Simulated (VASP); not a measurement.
# Hf (I4/mmm) in VASP: notebook

Hf is run at these levels: LDA; tasks: single point.

Everything below comes from runs of VASP 6.6.1. Logs are shortened: lines on timing, memory, paths and dates and some standing lists are left out, and cuts for length are marked.

## 1. The cell of the first run

The structure is tetragonal, space group I4/mmm (No. 139). The conventional cell has a = 3.462 Å, b = 3.462 Å, c = 3.595 Å, α = 90.00°, β = 90.00°, γ = 90.00°. Within 4.0 Å of Hf (site symmetry 4/mmm) lie 14 Hf at 3.04 to 3.60 Å.

## 2. Single point, LDA (21.55 Å³/atom)

Contents of INCAR:

```
PREC = Accurate
ENCUT = 520
EDIFF = 1E-7
ISMEAR = 0
SIGMA = 0.15
LREAL = False
LASPH = True
NELM = 100
ALGO = Fast
ISIF = 2
LWAVE = False
LCHARG = False
NBANDS = 11
```

Contents of KPOINTS:

```
Automatic mesh
0
Gamma
  20 20 20
```

Contents of POSCAR:

```
Hf
1.0
    0.0000000000      2.4481300288      1.7976618802
    2.4481300288      0.0000000000      1.7976618802
    2.4481300288      2.4481300288      0.0000000000
Hf
1
Direct
    0.0000000000      0.0000000000      0.0000000000
```

Potentials or basis: VASP PAW LDA potentials, release 64 (Hf_pv).

Command:

```sh
$ cat potpaw_LDA.64/Hf_pv/POTCAR > POTCAR
$ mpirun -np 1 vasp_std > vasp.out
```

OUTCAR:

```text
PREC = Accurate
   ENCUT = 520
   EDIFF = 1E-7
   ISMEAR = 0
   LREAL = False
   LASPH = True
   NELM = 100
   ISIF = 2

 ion  position               nearest neighbor table
   1  0.000  0.000  0.000-

  LATTYP: Found a body centered tetragonal cell.
 ALAT       =     3.4621786892
 C/A-ratio  =     1.0384570189

  Lattice vectors:

 A1 = (   0.0000000000,  -2.4481300288,  -1.7976618802)
 A2 = (   0.0000000000,   2.4481300288,  -1.7976618802)
 A3 = (   2.4481300288,   0.0000000000,   1.7976618802)

Analysis of symmetry for initial positions (statically):
=====================================================================
 Subroutine PRICEL returns:
 Original cell was already a primitive cell.

 Routine SETGRP: Setting up the symmetry group for a
 body centered tetragonal supercell.

 Subroutine GETGRP returns: Found 16 space group operations
 (whereof 16 operations were pure point group operations)
 out of a pool of 16 trial point group operations.

The static configuration has the point symmetry D_4h.

Analysis of symmetry for dynamics (positions and initial velocities):
=====================================================================
 Subroutine PRICEL returns:
 Original cell was already a primitive cell.

 Routine SETGRP: Setting up the symmetry group for a
 body centered tetragonal supercell.

 Subroutine GETGRP returns: Found 16 space group operations
 (whereof 16 operations were pure point group operations)
 out of a pool of 16 trial point group operations.

The dynamic configuration has the point symmetry D_4h.

 Subroutine INISYM returns: Found 16 space group operations
 (whereof 16 operations are pure point group operations),
 and found     1 'primitive' translations

----------------------------------------------------------------------------------------

                                     Primitive cell

  volume of cell :      21.5480

  direct lattice vectors                    reciprocal lattice vectors
     0.000000000  2.448130029  1.797661880    -0.204237518  0.204237518  0.278139068
     2.448130029  0.000000000  1.797661880     0.204237518 -0.204237518  0.278139068
     2.448130029  2.448130029  0.000000000     0.204237518  0.204237518 -0.278139068

  length of vectors
     3.037256801  3.037256801  3.462178689     0.400982878  0.400982878  0.400982878

  position of ions in fractional coordinates (direct lattice)
     0.000000000  0.000000000  0.000000000

  ion indices of the primitive-cell ions
   primitive index   ion index
                 1           1

[... 79 lines left out ...]
   POTIM  = 0.5000    time-step for ionic-motion
   TEBEG  =    0.0;   TEEND  =   0.0 temperature during run
   PSTRESS=    0.0 pullay stress
   NELECT =      10.0000    total number of electrons
   NUPDOWN=      -1.0000    fix difference up-down
   EMIN   =  10.00;   EMAX   =-10.00  energy-range for DOS
   EFERMI =   0.00;   METHOD = LEGACY
   ISMEAR =     0;   SIGMA  =   0.15  broadening in eV -4-tet -1-fermi 0-gaus
   EFERMI_NEDOS =   21; number of points for ismear=-14 and -15
   IALGO  =     68    algorithm
   IMIX   =      4    mixing-type and parameters
     AMIX     =   0.40;   BMIX     =  1.00
     AMIX_MAG =   1.60;   BMIX_MAG =  1.00
  volume/ion in A,a.u.               =      21.55       145.41
  Fermi-wavevector in a.u.,A,eV,Ry     =   1.267474  2.395179 21.857640  1.606491
  Thomas-Fermi vector in A             =   2.400620
   LORBIT       =      0    0 simple, 1 ext, 2 COOP (PROOUT), +10 PAW based schemes
   GGA     = CA    functional components
   LHFCALC =     F    Hartree Fock is set to
   AEXX    =    0.0000 exact exchange contribution
   IVDW    =     0    specifies the selected vdW correction
   LEPSILON=     F    determine dielectric tensor
   LRPA    =     F    only Hartree local field effects (RPA)
 non-spin polarized calculation
 RMM-DIIS sequential band-by-band and
 Gauss-broadening in eV      SIGMA  =   0.15
  energy-cutoff  :      520.00
  volume of cell :       21.55
 maximum number of plane-waves:       598
   NGX = 11   NGY = 11   NGZ = 13

 number of electron      10.0000000 magnetization

 Free energy of the ion-electron system (eV)
  ---------------------------------------------------
  ext. energy  EPLUGINS =         0.00000000
  ---------------------------------------------------
  free energy    TOTEN  =       -10.54068195 eV

  energy without entropy =      -10.52048788  energy(sigma->0) =      -10.53058492

 E-fermi :   4.7081     XC(G=0): -11.6402

 val. band max:        4.7076802514   @ k =  -0.4500   0.1000   0.2500
 cond. band min:       4.7091615190   @ k =  -0.4000   0.2500   0.1500
 fundamental gap:      0.0014812675
 Fermi energy:         4.7080760903

 k-point     1 :       0.0000    0.0000    0.0000
  band No.  band energies     occupation
      1     -24.8200      2.00000
      2     -24.8188      2.00000
      3     -24.8188      2.00000
      4      -2.3826      2.00000
      5       6.0508      0.00000
      6       6.0508      0.00000
      7       6.4706      0.00000
      8       8.7758      0.00000
      9       9.3627      0.00000
     10      17.8713      0.00000
     11      18.4698      0.00000
[... 309 lines left out ...]
 k-point    24 :      -0.3500    0.0500    0.0000
  band No.  band energies     occupation
      1     -25.5842      2.00000
      2     -25.0620      2.00000
      3     -24.8399      2.00000
      4       0.8617      2.00000
      5       4.6637      1.32403
      6       5.0234      0.00295
      7       8.3391      0.00000
      8       9.8690      0.00000
      9      10.3508      0.00000
     10      16.7803      0.00000
     11      17.3327      0.00000

 [... further k-points ...]

------------------------ aborting loop because EDIFF is reached ----------------------------------------

  FORCE on cell =-STRESS in cart. coord.  units (eV):
  Direction    XX          YY          ZZ          XY          YZ          ZX
  --------------------------------------------------------------------------------------
  -------------------------------------------------------------------------------------
  Total       -0.7868143     -0.7868143     -0.6244826      0.0000000     -0.0000000     -0.0000000
  in kB      -58.5026933    -58.5026933    -46.4326997      0.0000000     -0.0000000     -0.0000000
  external PRESSURE =     -54.4793621 kB  Pullay stress =       0.0000000 kB

 VOLUME and BASIS-vectors are now :
 -----------------------------------------------------------------------------
  energy-cutoff  :      520.00
  volume of cell :       21.55
      direct lattice vectors                 reciprocal lattice vectors
     0.000000000  2.448130029  1.797661880    -0.204237518  0.204237518  0.278139068
     2.448130029  0.000000000  1.797661880     0.204237518 -0.204237518  0.278139068
     2.448130029  2.448130029  0.000000000     0.204237518  0.204237518 -0.278139068

 POSITION                                       TOTAL-FORCE (eV/Angst)
 -----------------------------------------------------------------------------------
      0.00000      0.00000      0.00000        -0.000000     -0.000000      0.000000
 -----------------------------------------------------------------------------------
    total drift:                               -0.000000     -0.000000      0.000000

  FREE ENERGIE OF THE ION-ELECTRON SYSTEM (eV)
  ---------------------------------------------------
  free  energy   TOTEN  =       -10.5406819471 eV

  energy  without entropy=      -10.5204878832  energy(sigma->0) =      -10.53058492
```

OSZICAR:

```text
N       E                     dE             d eps       ncg     rms          rms(c)
DAV:   1     0.120742851267E+02    0.12074E+02   -0.57309E+03 14233   0.843E+02
DAV:   2    -0.104476535133E+02   -0.22522E+02   -0.21747E+02 17720   0.154E+02
DAV:   3    -0.108811023326E+02   -0.43345E+00   -0.42732E+00 17869   0.146E+01
DAV:   4    -0.108826778388E+02   -0.15755E-02   -0.15751E-02 16006   0.103E+00
DAV:   5    -0.108826862760E+02   -0.84372E-05   -0.84374E-05 17626   0.663E-02    0.449E+01
RMM:   6    -0.106263906285E+02    0.25630E+00   -0.16557E-01 14411   0.261E+00    0.257E+01
RMM:   7    -0.105438795210E+02    0.82511E-01   -0.28610E-01 15527   0.352E+00    0.119E+00
RMM:   8    -0.105405231330E+02    0.33564E-02   -0.17657E-02 15746   0.108E+00    0.252E-01
RMM:   9    -0.105406670417E+02   -0.14391E-03   -0.18191E-03 18031   0.345E-01    0.716E-02
RMM:  10    -0.105406748650E+02   -0.78233E-05   -0.23479E-04 18076   0.117E-01    0.563E-02
RMM:  11    -0.105406817390E+02   -0.68740E-05   -0.70701E-05 19579   0.573E-02    0.102E-02
RMM:  12    -0.105406818778E+02   -0.13877E-06   -0.67019E-06 17852   0.183E-02    0.411E-03
RMM:  13    -0.105406819416E+02   -0.63800E-07   -0.17694E-06 18743   0.891E-03    0.349E-03
RMM:  14    -0.105406819471E+02   -0.55650E-08   -0.30042E-07 15147   0.332E-03
   1 F= -.10540682E+02 E0= -.10530585E+02  d E =-.201941E-01
```

stdout:

```text
POSCAR found type information on POSCAR Hf
 POSCAR found :  1 types and       1 ions
 scaLAPACK will be used
 LDA part: xc-table for (Slater(with rela. corr.)+CA(PZ))
 , standard interpolation
 POSCAR, INCAR and KPOINTS ok, starting setup
 FFT: planning ... GRIDC
 FFT: planning ... GRID_SOFT
 FFT: planning ... GRID
 WAVECAR not read
 entering main loop
```

Run time: 2.4 min. Hardware: 1 thread of Intel Xeon Platinum 8259CL at 2.50GHz (Skylake/Cascade Lake), shared host; peak memory 0.26 GiB.

What came out:

* Free energy: -10.5407 eV
* Pressure: -5.4 GPa
* Band gap on the k mesh: zero (bands 5 and 6 overlap by 2.14 eV)

Stress tensor (GPa, compression positive):
```
-5.85  0.00  0.00
 0.00 -5.85  0.00
 0.00  0.00 -4.64
```

Caveat: the cell stands under tension; spin-orbit coupling is left out, which moves the levels of the heavy elements.

## 3. Single point, LDA (21.55 Å³/atom)

Contents of INCAR:

```
SYSTEM = Hf
PREC = Accurate
ENCUT = 520
EDIFF = 1E-6
ISMEAR = 0
SIGMA = 0.15
LREAL = .FALSE.
LASPH = .TRUE.
NELM = 60
ALGO = Fast
ISIF = 2
LWAVE = .FALSE.
LCHARG = .TRUE.
LELF = .TRUE.
LVHAR = .TRUE.
NBANDS = 11
```

Contents of KPOINTS:

```
regular mesh
0
G
  20 20 20
  0 0 0
```

Contents of POSCAR:

```
Hf
1.0
    0.0000000000      2.5120015349      1.7074074433
    2.5120015349      0.0000000000      1.7074074433
    2.5120015349      2.5120015349      0.0000000000
Hf
1
Direct
    0.0000000000      0.0000000000      0.0000000000
```

Potentials or basis: VASP PAW LDA potentials, release 64 (Hf_pv).

Command:

```sh
$ cat potpaw_LDA.64/Hf_pv/POTCAR > POTCAR
$ mpirun -np 1 vasp_std > vasp.out
```

Run time: 2 min. Hardware: 1 thread of Intel Xeon Platinum 8259CL at 2.50GHz (Skylake/Cascade Lake), shared host; peak memory 0.25 GiB.

Results (log left out):

- Free energy: -10.5416 eV
- Pressure: -5.5 GPa
- Band gap on the k mesh: zero (bands 5 and 6 overlap by 2.17 eV)

Stress tensor (GPa, compression positive):
```
-4.87  0.00  0.00
 0.00 -4.87  0.00
 0.00  0.00 -6.64
```

Levels at points of the mesh, in eV from the Fermi level:
| k point | band 3 | band 4 | band 5 | band 6 | band 7 | band 8 |
| --- | --- | --- | --- | --- | --- | --- |
| (0.00, 0.00, 0.00) | -29.53 | -7.09 | 1.17 | 1.64 | 1.64 | 4.04 |
| (0.50, 0.00, 0.00) | -29.55 | -3.47 | -0.77 | 1.45 | 4.31 | 5.46 |
| (0.50, 0.50, 0.00) | -30.14 | -2.79 | -2.69 | 6.94 | 6.94 | 7.09 |
| (0.50, 0.00, 0.50) | -29.52 | -3.52 | -0.29 | 1.20 | 3.81 | 5.04 |

Caveat: the cell stands under tension; spin-orbit coupling is left out, which moves the levels of the heavy elements.

(Part 1 of 2 ends here.)
